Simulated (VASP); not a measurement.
Here is a VASP 6.6.1 calculation.

File POSCAR:

```
AlGa3N4
1.0
    5.2414052448      0.0000000000      0.0002405232
    0.0000000000      3.2247148625      0.0000000000
   -0.0035303701      0.0000000000      5.5838925791
Al Ga N
1 3 4
Direct
    0.0003079494      0.5000000000      0.6671813646
    0.4992159812      0.5000000000      0.3349329355
    0.4993887343      0.0000000000      0.8316011718
    0.9998407931      0.0000000000      0.1663305807
    0.1195403285      0.5000000000      0.3406429280
    0.1173538202      0.0000000000      0.8258984700
    0.6203708096      0.0000000000      0.1662565325
    0.6315815936      0.5000000000      0.6671570168
```

INCAR.step1

```
PREC     = Accurate       # precision mode
ENCUT    = 520            # plane-wave cutoff, eV
ISMEAR   = 0              # smearing method
SIGMA    = 0.02           # smearing width, eV
LREAL    = False          # projectors in reciprocal space
LASPH    = True           # aspherical terms in the spheres
NELM     = 80             # most SCF steps
NBANDS   = 41             # bands
GGA      = PE             # functional
ALGO     = Normal         # electronic algorithm
EDIFF    = 1E-4           # SCF threshold, eV
LWAVE    = True           # write WAVECAR
LCHARG   = False          # write CHGCAR
```

Contents of INCAR.step2:

```
PREC     = Accurate       # precision mode
ENCUT    = 520            # plane-wave cutoff, eV
EDIFF    = 1E-6           # SCF threshold, eV
ISMEAR   = 0              # smearing method
SIGMA    = 0.02           # smearing width, eV
LREAL    = False          # projectors in reciprocal space
LASPH    = True           # aspherical terms in the spheres
NELM     = 80             # most SCF steps
ALGO     = Normal         # electronic algorithm
ISIF     = 2              # what is computed and relaxed
LWAVE    = False          # write WAVECAR
LCHARG   = False          # write CHGCAR
METAGGA  = R2SCAN         # meta-GGA
LMIXTAU  = True         
NBANDS   = 41             # bands
ISTART   = 1
```

KPOINTS

```
regular mesh
0
Gamma
  6 8 4
```

Potentials or basis: VASP PAW PBE potentials, release 64 (Al, Ga_d, N).

Launch:

```sh
$ cat potpaw_PBE.64/Al/POTCAR potpaw_PBE.64/Ga_d/POTCAR potpaw_PBE.64/N/POTCAR > POTCAR
$ cp INCAR.step1 INCAR
$ mpirun -np 1 vasp_std > vasp.out
$ cp INCAR.step2 INCAR
$ mpirun -np 1 vasp_std > vasp.out
```

Question: Estimate the pressure.

Answer: -9.8 GPa.

Question: Estimate the largest force.

Answer: 0.082 eV/Å.

Question: Estimate the band gap on the k mesh.

Answer: 2.46 eV.

Forces on the atoms (eV/Å):
```
Al   0.005  0.000 -0.006
Ga  -0.013  0.000 -0.015
Ga  -0.007  0.000  0.006
Ga  -0.015  0.000  0.012
N   -0.017  0.000  0.069
N   -0.040  0.000 -0.066
N    0.005  0.000  0.000
N    0.082  0.000  0.000
```

Caveat: the cell stands under tension; the PAW data sets were made with another functional, which shifts forces and pressure a little.
